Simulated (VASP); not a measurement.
# Ta2N (P-3m1) in VASP: notebook, part 2 of 2

VASP 6.6.1. Earlier steps stand in the parts before.

## (3) Single point, LDA

This run uses another cell than the first one, of 12.98 Å³/atom.

File INCAR:

```
SYSTEM = Ta2N
PREC = Accurate ; ENCUT = 520
EDIFF = 1E-7 ; ISMEAR = 0
SIGMA = 0.1 ; LREAL = .False.
LASPH = .True. ; NELM = 80
ALGO = Normal ; ISIF = 2
LWAVE = .False. ; LCHARG = .False.
GGA = CA ; NBANDS = 20
```

File KPOINTS:

```
Automatic mesh
0
Gamma
  9 9 4
  0 0 0
```

File POSCAR:

```
Ta2N
1.0
    3.0676288313     -0.0000000028      0.0000000000
   -1.5338144132      2.6566444987      0.0000000000
    0.0000000000      0.0000000000      4.7771565686
Ta N
2 1
Direct
    0.6666666667      0.3333333333      0.7479701696
    0.3333333333      0.6666666667      0.2520298304
    0.0000000000      0.0000000000      0.0000000000
```

Potentials or basis: VASP PAW LDA potentials, release 64 (Ta_pv, N).

On the command line:

```
> cat potpaw_LDA.64/Ta_pv/POTCAR potpaw_LDA.64/N/POTCAR > POTCAR
> mpirun -np 1 vasp_std > vasp.out
```

OUTCAR:

```text
SYSTEM = Ta2N
   PREC = Accurate
   ENCUT = 520
   EDIFF = 1E-7
   ISMEAR = 0
   LREAL = .False.
   LASPH = .True.
   NELM = 80
   ISIF = 2
   GGA = CA

 ion  position               nearest neighbor table
   1  0.667  0.333  0.748-   3 2.14   3 2.14   3 2.14   2 2.96   2 2.96   2 2.96   2 2.99   2 2.99
                             2 2.99
   2  0.333  0.667  0.252-   3 2.14   3 2.14   3 2.14   1 2.96   1 2.96   1 2.96   1 2.99   1 2.99
                             1 2.99
   3  0.000  0.000  0.000-   1 2.14   2 2.14   2 2.14   1 2.14   1 2.14   2 2.14

  LATTYP: Found a hexagonal cell.
 ALAT       =     3.0676288313
 C/A-ratio  =     1.5572798508

  Lattice vectors:

 A1 = (   3.0676288313,  -0.0000000028,   0.0000000000)
 A2 = (  -1.5338144132,   2.6566444987,   0.0000000000)
 A3 = (   0.0000000000,   0.0000000000,   4.7771565686)

Analysis of symmetry for initial positions (statically):
=====================================================================
 Subroutine PRICEL returns:
 Original cell was already a primitive cell.

 Routine SETGRP: Setting up the symmetry group for a
 hexagonal supercell.

 Subroutine GETGRP returns: Found 12 space group operations
 (whereof 12 operations were pure point group operations)
 out of a pool of 24 trial point group operations.

The static configuration has the point symmetry D_3d.

Analysis of symmetry for dynamics (positions and initial velocities):
=====================================================================
 Subroutine PRICEL returns:
 Original cell was already a primitive cell.

 Routine SETGRP: Setting up the symmetry group for a
 hexagonal supercell.

 Subroutine GETGRP returns: Found 12 space group operations
 (whereof 12 operations were pure point group operations)
 out of a pool of 24 trial point group operations.

The dynamic configuration has the point symmetry D_3d.

 Subroutine INISYM returns: Found 12 space group operations
 (whereof 12 operations are pure point group operations),
 and found     1 'primitive' translations

[... 114 lines left out ...]
   IMIX   =      4    mixing-type and parameters
     AMIX     =   0.40;   BMIX     =  1.00
     AMIX_MAG =   1.60;   BMIX_MAG =  1.00
  volume/ion in A,a.u.               =      12.98        87.58
  Fermi-wavevector in a.u.,A,eV,Ry     =   1.449086  2.738376 28.570199  2.099850
  Thomas-Fermi vector in A             =   2.566853
   LORBIT       =      0    0 simple, 1 ext, 2 COOP (PROOUT), +10 PAW based schemes
   GGA     = CA    functional components
   LHFCALC =     F    Hartree Fock is set to
   AEXX    =    0.0000 exact exchange contribution
   IVDW    =     0    specifies the selected vdW correction
   LEPSILON=     F    determine dielectric tensor
   LRPA    =     F    only Hartree local field effects (RPA)
 non-spin polarized calculation
 Gauss-broadening in eV      SIGMA  =   0.10
  energy-cutoff  :      520.00
  volume of cell :       38.93
 maximum number of plane-waves:      1085
 NGX is ok and might be reduce to    24
   NGX = 11   NGY = 11   NGZ = 17

 number of electron      27.0000000 magnetization

 Free energy of the ion-electron system (eV)
  ---------------------------------------------------
  ext. energy  EPLUGINS =         0.00000000
  ---------------------------------------------------
  free energy    TOTEN  =       -37.64976182 eV

  energy without entropy =      -37.64264352  energy(sigma->0) =      -37.64620267

 E-fermi :   7.7490     XC(G=0): -13.2959

 val. band max:        7.7389874869   @ k =   0.2222   0.0000   0.0000
 cond. band min:       7.7543027701   @ k =   0.2222   0.1111   0.2500
 fundamental gap:      0.0153152832
 Fermi energy:         7.7490415893

 k-point     1 :       0.0000    0.0000    0.0000
  band No.  band energies     occupation
      1     -27.7280      2.00000
      2     -26.8501      2.00000
      3     -26.8501      2.00000
      4     -26.6995      2.00000
      5     -26.6995      2.00000
      6     -26.5578      2.00000
[... 541 lines left out ...]
     19      11.7997      0.00000
     20      13.5967      0.00000

 [... further k-points ...]

------------------------ aborting loop because EDIFF is reached ----------------------------------------

  FORCE on cell =-STRESS in cart. coord.  units (eV):
  Direction    XX          YY          ZZ          XY          YZ          ZX
  --------------------------------------------------------------------------------------
  -------------------------------------------------------------------------------------
  Total        0.3902486      0.3902486      0.2949936      0.0000000     -0.0000000     -0.0000000
  in kB       16.0600247     16.0600247     12.1399654      0.0000000     -0.0000000     -0.0000000
  external PRESSURE =      14.7533383 kB  Pullay stress =       0.0000000 kB

 VOLUME and BASIS-vectors are now :
 -----------------------------------------------------------------------------
  energy-cutoff  :      520.00
  volume of cell :       38.93
      direct lattice vectors                 reciprocal lattice vectors
     3.067628831 -0.000000003  0.000000000     0.325984679  0.188207342  0.000000000
    -1.533814413  2.656644499  0.000000000     0.000000000  0.376414684  0.000000000
     0.000000000  0.000000000  4.777156569     0.000000000  0.000000000  0.209329543

 POSITION                                       TOTAL-FORCE (eV/Angst)
 -----------------------------------------------------------------------------------
      1.53381      0.88555      3.57317         0.000000     -0.000000     -0.021537
      0.00000      1.77110      1.20399        -0.000000      0.000000      0.021537
      0.00000      0.00000      0.00000        -0.000000      0.000000      0.000000
 -----------------------------------------------------------------------------------
    total drift:                                0.000000      0.000000     -0.000000

  FREE ENERGIE OF THE ION-ELECTRON SYSTEM (eV)
  ---------------------------------------------------
  free  energy   TOTEN  =       -37.6497618169 eV

  energy  without entropy=      -37.6426435238  energy(sigma->0) =      -37.64620267
```

It took 13 s on 1 thread of AMD EPYC 9R45 (Zen 5), shared host; peak memory 0.13 GiB.

Results:

* Free energy: -37.6498 eV
* Pressure: 1.5 GPa
* Largest force: 0.022 eV/Å
* Band gap on the k mesh: zero (an odd number of electrons rules out a gap without spin polarisation)

Forces on the atoms (eV/Å):
```
Ta   0.000  0.000 -0.022
Ta   0.000  0.000  0.022
N    0.000  0.000  0.000
```

Levels at points of the mesh, in eV from the Fermi level:
```
           k point  band 11  band 12  band 13  band 14  band 15  band 16  band 17  band 18
(0.00, 0.00, 0.00)    -4.69    -0.64    -0.27    -0.27     0.26     0.26     0.44     1.34
(0.00, 0.00, 0.50)    -2.76    -2.57    -1.21    -1.21     1.95     2.28     2.39     2.39
```

Caveat: spin-orbit coupling is left out, which moves the levels of the heavy elements.

## (4) Relaxation of cell and atoms, LDA

File INCAR:

```
PREC     = Accurate       # precision mode
ENCUT    = 600            # plane-wave cutoff, eV
EDIFF    = 1E-7           # SCF threshold, eV
ISMEAR   = 0              # smearing method
SIGMA    = 0.1            # smearing width, eV
LREAL    = F              # projectors in reciprocal space
LASPH    = T              # aspherical terms in the spheres
NELM     = 100            # most SCF steps
ALGO     = Normal         # electronic algorithm
ISIF     = 3              # what is computed and relaxed
LWAVE    = F              # write WAVECAR
LCHARG   = F              # write CHGCAR
IBRION   = 2              # ionic algorithm
NSW      = 100            # ionic steps
EDIFFG   = -0.05          # ionic threshold
```

File KPOINTS:

```
regular mesh
0
Gamma
  9 9 4
```

File POSCAR:

```
Ta2N
1.0
    3.1128615100      0.0000000000      0.0000000000
   -1.5564307500      2.6958171400      0.0000000000
    0.0000000000      0.0000000000      4.8698410000
Ta N
2 1
Direct
    0.6666666700      0.3333333300      0.7452890000
    0.3333333300      0.6666666700      0.2547110000
    0.0000000000      0.0000000000      0.0000000000
```

On the command line:

```
> cat potpaw_LDA.64/Ta_pv/POTCAR potpaw_LDA.64/N/POTCAR > POTCAR
> mpirun -np 1 vasp_std > vasp.out
```

Run time: 61 s. Hardware: 1 thread of AMD EPYC 9R45 (Zen 5), shared host; peak memory 0.15 GiB.

The run converged. Its results:

- Free energy: -37.6524 eV
- Relaxed volume: 13.02 Å³/atom
- Relaxed cell: a = 3.070 Å, b = 3.070 Å, c = 4.786 Å, α = 90.00°, β = 90.00°, γ = 120.00°
- Space group after relaxing (to 0.1 Å): P-3m1 (No. 164)
- Energy gained by relaxing: 27.8 meV/atom
- Ionic steps: 6
- Pressure after relaxing: 0.3 GPa
- Largest force after relaxing: 0.018 eV/Å
- Band gap on the k mesh: zero (an odd number of electrons rules out a gap without spin polarisation)

Forces in eV/Å, atoms in the order of the input:
```
Ta   0.000  0.000  0.018
Ta   0.000  0.000 -0.018
N    0.000  0.000  0.000
```

Stress tensor (GPa, compression positive):
```
 0.42  0.00  0.00
 0.00  0.42  0.00
 0.00  0.00 -0.06
```

Step by step:
| step | energy change (eV) | largest force (eV/Å) | pressure (GPa) | volume (Å³) |
| --- | --- | --- | --- | --- |
| 1 | 0.0000 | 0.5603 | -13.24 | 40.87 |
| 2 | 0.6001 | 1.5955 | 52.36 | 34.56 |
| 3 | -0.0822 | 0.1533 | -0.53 | 39.12 |
| 4 | -0.0824 | 0.1325 | 0.08 | 39.05 |
| 5 | -0.0824 | 0.1223 | 0.36 | 39.01 |
| 6 | -0.0834 | 0.0178 | 0.26 | 39.07 |

Final structure:
```xyz
3
Lattice="3.0703 0.0000 0.0000 -1.5352 2.6590 0.0000 0.0000 0.0000 4.7856" Properties=species:S:1:pos:R:3 pbc="T T T"
Ta    1.5352    0.8863    3.5784
Ta    0.0000    1.7726    1.2072
N     0.0000    0.0000    4.7856
```

Levels at points of the mesh, in eV from the Fermi level:
| k point | band 10 | band 11 | band 12 | band 13 | band 14 | band 15 | band 16 | band 17 |
| --- | --- | --- | --- | --- | --- | --- | --- | --- |
| (0.00, 0.00, 0.00) | -6.34 | -4.70 | -0.65 | -0.26 | -0.26 | 0.26 | 0.26 | 0.43 |
| (0.00, 0.00, 0.50) | -6.53 | -2.77 | -2.57 | -1.20 | -1.20 | 1.94 | 2.27 | 2.38 |

Caveat: spin-orbit coupling is left out, which moves the levels of the heavy elements.

## (5) Single point, LDA

This run uses another cell than the first one, of 12.95 Å³/atom.

File INCAR:

```
ALGO = Normal
EDIFF = 1E-7
ENCUT = 520
GGA = CA
ISIF = 2
ISMEAR = 0
LASPH = T
LCHARG = F
LREAL = F
LWAVE = F
NBANDS = 20
NELM = 100
PREC = Accurate
SIGMA = 0.1
```

File KPOINTS:

```
k-points
0
Gamma
  24 24 12
```

File POSCAR:

```
Ta2N
1.0
    3.0612408319     -0.0000000028      0.0000000000
   -1.5306204135      2.6511123289      0.0000000000
    0.0000000000      0.0000000000      4.7885474652
Ta N
2 1
Direct
    0.6666666667      0.3333333333      0.7464977990
    0.3333333333      0.6666666667      0.2535022010
    0.0000000000      0.0000000000      0.0000000000
```

On the command line:

```
> cat potpaw_LDA.64/Ta_pv/POTCAR potpaw_LDA.64/N/POTCAR > POTCAR
> mpirun -np 1 vasp_std > vasp.out
```

Run time: 3.2 min. Hardware: 1 thread of AMD EPYC 9R45 (Zen 5), shared host; peak memory 0.5 GiB.

It converged, with:

| Quantity | Value |
| --- | --- |
| Free energy | -37.6580 eV |
| Pressure | 1.6 GPa |
| Largest force | 0.050 eV/Å |
| Band gap on the k mesh | zero (an odd number of electrons rules out a gap without spin polarisation) |

Forces in eV/Å, atoms in the order of the input:
```
Ta   0.000  0.000 -0.050
Ta   0.000  0.000  0.050
N    0.000  0.000  0.000
```

Stress tensor (GPa, compression positive):
```
1.61 0.00 0.00
0.00 1.61 0.00
0.00 0.00 1.47
```

Levels at points of the mesh, in eV from the Fermi level:
```csv
k point,band 11,band 12,band 13,band 14,band 15,band 16
"(0.00, 0.00, 0.00)",-4.72,-0.70,-0.27,-0.27,0.27,0.27
"(0.50, 0.00, 0.00)",-4.76,-2.56,-1.24,1.93,2.04,3.94
"(0.00, 0.00, 0.50)",-2.88,-2.57,-1.21,-1.21,1.92,2.32
"(0.50, 0.00, 0.50)",-3.43,-2.04,-2.01,-0.17,0.81,3.47
```

Caveat: spin-orbit coupling is left out, which moves the levels of the heavy elements.

## (6) Single point, LDA

This run uses another cell than the first one, of 12.96 Å³/atom.

File INCAR:

```
PREC = Accurate
ENCUT = 520
EDIFF = 1E-6
ISMEAR = -1
SIGMA = 0.15
LREAL = F
LASPH = T
NELM = 100
ALGO = Normal
ISIF = 2
LWAVE = F
LCHARG = F
NBANDS = 20
```

File KPOINTS:

```
Automatic mesh
0
Gamma
  24 24 12
```

File POSCAR:

```
Ta2N
1.0
    3.0601110135     -0.0000000028      0.0000000000
   -1.5300555043      2.6501338775      0.0000000000
    0.0000000000      0.0000000000      4.7943418611
Ta N
2 1
Direct
    0.6666666667      0.3333333333      0.7462133620
    0.3333333333      0.6666666667      0.2537866380
    0.0000000000      0.0000000000      0.0000000000
```

Potentials or basis: VASP PAW LDA potentials, release 64 (Ta_pv, N).

On the command line:

```
> cat potpaw_LDA.64/Ta_pv/POTCAR potpaw_LDA.64/N/POTCAR > POTCAR
> mpirun -np 1 vasp_std > vasp.out
```

Wall time 3.3 min (1 thread of AMD EPYC 9R45 (Zen 5), shared host); peak memory 0.5 GiB.

It converged, with:

* Free energy: -37.6972 eV
* Pressure: 1.6 GPa
* Largest force: 0.049 eV/Å
* Band gap on the k mesh: zero (an odd number of electrons rules out a gap without spin polarisation)

Forces in eV/Å, atoms in the order of the input:
```
Ta   0.000  0.000 -0.049
Ta   0.000  0.000  0.049
N    0.000  0.000  0.000
```

Stress tensor (GPa, compression positive):
```
1.60 0.00 0.00
0.00 1.60 0.00
0.00 0.00 1.47
```

Levels at points of the mesh, in eV from the Fermi level:
```
           k point  band 11  band 12  band 13  band 14  band 15  band 16
(0.00, 0.00, 0.00)    -4.72    -0.71    -0.26    -0.26     0.29     0.29
(0.50, 0.00, 0.00)    -4.76    -2.55    -1.23     1.91     2.06     3.97
(0.00, 0.00, 0.50)    -2.89    -2.56    -1.19    -1.19     1.92     2.34
(0.50, 0.00, 0.50)    -3.42    -2.03    -2.00    -0.18     0.82     3.50
```

Caveat: spin-orbit coupling is left out, which moves the levels of the heavy elements.

## (7) Overview

| task | cell | k mesh | cutoff (eV) | smearing | gap on the mesh (eV) | pressure (GPa) | largest force (eV/Å) |
| --- | --- | --- | --- | --- | --- | --- | --- |
| single point | a = 3.113, b = 3.113, c = 4.870 Å, angles 90.0, 90.0, 120.0°, 3 atoms, atomic positions A | 6 × 6 × 4 | 520 | gaussian 0.1 eV | none | -13.1 | 0.66 |
| single point | a = 3.068, b = 3.068, c = 4.777 Å, angles 90.0, 90.0, 120.0°, 3 atoms, atomic positions B | 9 × 9 × 4 | 520 | gaussian 0.1 eV | none | 1.5 | 0.02 |
| relaxation of cell and atoms | relaxed from a = 3.113, b = 3.113, c = 4.870 Å, angles 90.0, 90.0, 120.0°, 3 atoms, atomic positions A | 9 × 9 × 4 | 600 | gaussian 0.1 eV | none | 0.3 | 0.02 |
| single point | a = 3.061, b = 3.061, c = 4.789 Å, angles 90.0, 90.0, 120.0°, 3 atoms, atomic positions C | 24 × 24 × 12 | 520 | gaussian 0.1 eV | none | 1.6 | 0.05 |
| single point | a = 3.060, b = 3.060, c = 4.794 Å, angles 90.0, 90.0, 120.0°, 3 atoms, atomic positions D | 24 × 24 × 12 | 520 | fermi-dirac 0.15 eV | none | 1.6 | 0.05 |

Alike in all rows: level LDA; potentials or basis VASP PAW LDA potentials, release 64 (Ta_pv, N); no spin polarisation.

Caveats: some runs use coarse meshes; spin-orbit coupling is left out, which moves the levels of the heavy elements.

Total energies depend on the potentials used, so only differences within one code and one set of settings carry meaning.

The gap in the log of VASP goes by the Fermi energy; the results here count the filled bands.